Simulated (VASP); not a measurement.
InPd: single point with PBEsol

The system is InPd.

```xyz
2
Lattice="3.1708 0.0000 0.0000 0.0000 3.1708 0.0000 0.0000 0.0000 3.3982" Properties=species:S:1:pos:R:3 pbc="T T T"
In   -0.0788    0.0000    0.0000
Pd    1.6704    1.5854    1.6991
```

This cell differs from its parent crystal: atoms displaced along a vibrational mode, the cell strained.

- Program: VASP 6.6.1
- Task: single point
- Functional: PBEsol
- Potentials or basis: VASP PAW PBE potentials, release 64 (In_d, Pd)
- Cutoff: 520 eV
- k mesh: 14 × 14 × 14
- Occupations: gaussian, width 0.15 eV
- Spin: no spin polarisation

| Property | Result |
| --- | --- |
| Pressure | 1.8 GPa |
| Largest force | 0.671 eV/Å |
| Band gap on the k mesh | zero (an odd number of electrons rules out a gap without spin polarisation) |

Forces in eV/Å, atoms in the order of the input:
```
In   0.671  0.000  0.000
Pd  -0.671  0.000  0.000
```

Stress tensor (GPa, compression positive):
```
1.68 0.00 0.00
0.00 2.72 0.00
0.00 0.00 0.95
```

Levels at points of the mesh, in eV from the Fermi level:
| k point | band 8 | band 9 | band 10 | band 11 | band 12 | band 13 | band 14 | band 15 | band 16 | band 17 |
| --- | --- | --- | --- | --- | --- | --- | --- | --- | --- | --- |
| (0.00, 0.00, 0.00) | -3.99 | -2.45 | -2.44 | -2.26 | 2.93 | 4.84 | 4.98 | 8.84 | 10.93 | 11.14 |
| (0.50, 0.00, 0.00) | -3.96 | -3.71 | -3.26 | -2.52 | -0.91 | 8.68 | 9.24 | 9.96 | 10.26 | 10.97 |
| (0.00, 0.50, 0.00) | -3.94 | -3.73 | -3.22 | -2.49 | -0.95 | 8.96 | 9.23 | 9.71 | 9.89 | 10.91 |
| (0.50, 0.50, 0.00) | -2.98 | -2.94 | -2.29 | -2.17 | -1.62 | 1.77 | 2.93 | 8.73 | 10.65 | 10.68 |
| (0.00, 0.00, 0.50) | -4.07 | -3.29 | -3.23 | -2.31 | -1.69 | 9.15 | 9.83 | 10.53 | 10.88 | 11.20 |
| (0.50, 0.00, 0.50) | -2.82 | -2.75 | -2.72 | -2.35 | -1.88 | 1.36 | 2.27 | 10.13 | 11.59 | 11.89 |
| (0.00, 0.50, 0.50) | -2.97 | -2.88 | -2.53 | -2.32 | -1.88 | 1.36 | 2.30 | 10.21 | 11.70 | 11.96 |
| (0.50, 0.50, 0.50) | -5.07 | -1.90 | -1.59 | -0.01 | 3.37 | 3.54 | 3.76 | 4.18 | 4.56 | 5.23 |

It took 110 s on 1 thread of Intel(R) Xeon(R) 6975P-C (Granite Rapids), on a shared host, peak memory 0.42 GiB.

Caveat: the cell differs from its parent crystal (atoms displaced along a vibrational mode, the cell strained); the PAW data sets were made with another functional, which shifts forces and pressure a little; spin-orbit coupling is left out, which moves the levels of the heavy elements.
